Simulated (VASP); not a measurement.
MgO: single point with PBEsol

MgO:

```xyz
4
Lattice="3.4948 0.0000 0.0000 -1.7474 3.0266 0.0000 0.0000 0.0000 4.4044" Properties=species:S:1:pos:R:3 pbc="T T T"
Mg    1.7474    1.0089    3.3033
Mg    0.0000    2.0177    1.1011
O     1.7474    1.0089    1.1011
O     0.0000    2.0177    3.3033
```

```yaml
Program: VASP 6.6.1
Task: single point
Functional: PBEsol
Potentials_or_basis: VASP PAW PBE potentials, release 64 (Mg, O)
Cutoff: 520 eV
k_mesh: 9 × 9 × 6
Occupations: gaussian, width 0.05 eV
Spin: no spin polarisation
Dipole_correction: no
Further_INCAR_settings: ALGO = Normal; EDIFF = 1e-06; NBANDS = 16
```

The pressure is -5.9 GPa. The band gap on the k mesh is 2.96 eV, direct.

Stress tensor (GPa, compression positive):
```
 -3.84   0.00   0.00
  0.00  -3.84   0.00
  0.00   0.00 -10.04
```

Levels at points of the mesh, in eV from the valence-band top:
```csv
k point,band 5,band 6,band 7,band 8,band 9,band 10,band 11,band 12
"(0.00, 0.00, 0.00)",-1.64,-0.86,-0.86,0.00,2.96,8.72,11.15,12.30
"(0.00, 0.00, 0.50)",-1.27,-1.27,-1.27,-1.27,5.93,5.93,12.67,12.67
```

Run time: 26 s on 1 thread of Intel(R) Xeon(R) Platinum 8488C (Sapphire Rapids), with other jobs on the host, peak memory 0.18 GiB.

Caveat: the PAW data sets were made with another functional, which shifts forces and pressure a little. Expect the measured gap to be larger: semilocal functionals such as PBEsol lack the derivative discontinuity.
